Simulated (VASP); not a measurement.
Set up this calculation in VASP 6.6.1, as the native input.

| Quantity | Value |
| --- | --- |
| Task | single point |
| Functional | PBE |
| Potentials or basis | VASP PAW PBE potentials, release 64 (Ta_pv, Nb_sv, F) |
| Cutoff | 520 eV |
| k mesh | 4 × 4 × 4 |
| Occupations | gaussian, width 0.1 eV |
| Spin | no spin polarisation |
| Dipole correction | no |
| Further INCAR settings | ALGO = Normal; EDIFF = 1e-06; NBANDS = 41 |

The structure of TaNb3F2 lies in POSCAR:

```
TaNb3F2
1.0
    4.3948061291      0.0000000000      0.0000000000
    0.0000000000      4.3948061291      0.0000000000
    0.0000000000      0.0000000000      5.6031456168
Ta Nb F
1 3 2
Direct
    0.0000000000      0.0000000000      0.0000000000
    0.0000000000      0.5000000000      0.2550456292
    0.5000000000      0.0000000000      0.7449543708
    0.0000000000      0.0000000000      0.5000000000
    0.5000000000      0.5000000000      0.5000000000
    0.5000000000      0.5000000000      0.0000000000
```

These files were run (other wordings do the same):

INCAR

```
  PREC = Accurate
  ENCUT = 520
  EDIFF = 1E-6
  ISMEAR = 0
  SIGMA = 0.1
  LREAL = False
  LASPH = True
  NELM = 100
  ALGO = Normal
  ISIF = 2
  LWAVE = False
  LCHARG = False
  GGA = PE
  NBANDS = 41
```

KPOINTS

```
Automatic mesh
0
Gamma
  4 4 4
```

Potentials or basis: VASP PAW PBE potentials, release 64 (Ta_pv, Nb_sv, F).

Launch:

```console
$ cat potpaw_PBE.64/Ta_pv/POTCAR potpaw_PBE.64/Nb_sv/POTCAR potpaw_PBE.64/F/POTCAR > POTCAR
$ mpirun -np 1 vasp_std > vasp.out
```

Results of the run:

```
Pressure               : -0.2 GPa
Largest force          : 0.014 eV/Å
Band gap on the k mesh : zero (band 32 reaches 7.22 eV, above the bottom of band 33 at 5.97 eV)
```

Caveat: spin-orbit coupling is left out, which moves the levels of the heavy elements.

Wall time 66 s on 1 thread of Intel(R) Xeon(R) Platinum 8488C (Sapphire Rapids), with other jobs on the host, peak memory 0.26 GiB.
